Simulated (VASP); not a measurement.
Wanted: the native input for a VASP 6.6.1 run.

```
Task                   : single point
Functional             : PBEsol
Potentials or basis    : VASP PAW PBE potentials, release 64 (P)
Cutoff                 : 520 eV
k mesh                 : 22 × 22 × 22
Occupations            : gaussian, width 0.1 eV
Spin                   : no spin polarisation
Dipole correction      : no
Further INCAR settings : ALGO = Normal; EDIFF = 1e-06; NBANDS = 8
```

The structure of P lies in POSCAR:

```
P
1.0
    2.4942611008      0.0000000000      0.0000000000
    0.0000000000      2.4942611008      0.0000000000
    0.0000000000      0.0000000000      2.4107197684
P
1
Direct
    0.0000000000      0.0000000000      0.0000000000
```

This cell differs from its parent crystal: biaxial strain in the a-b plane: +3.0 %, then relaxed in part.

These files were run (other wordings do the same):

INCAR

```
SYSTEM = P
  PREC = Accurate
  ENCUT = 520
  EDIFF = 1E-6
  ISMEAR = 0
  SIGMA = 0.1
  LREAL = .False.
  LASPH = .True.
  NELM = 100
  ALGO = Normal
  ISIF = 2
  LWAVE = .False.
  LCHARG = .False.
  GGA = PS
  NBANDS = 8
```

KPOINTS

```
regular mesh
0
Gamma
  22 22 22
  0 0 0
```

Potentials or basis: VASP PAW PBE potentials, release 64 (P).

Run with:

```console
$ cat potpaw_PBE.64/P/POTCAR > POTCAR
$ mpirun -np 1 vasp_std > vasp.out
```

Results of the run:

| Quantity | Value |
| --- | --- |
| Pressure | -5.9 GPa |

Caveat: the cell differs from its parent crystal (biaxial strain in the a-b plane: +3.0 %, then relaxed in part); the PAW data sets were made with another functional, which shifts forces and pressure a little.

Wall time 91 s on 1 thread of Intel Xeon 8259CL (shared host), peak memory 0.2 GiB.
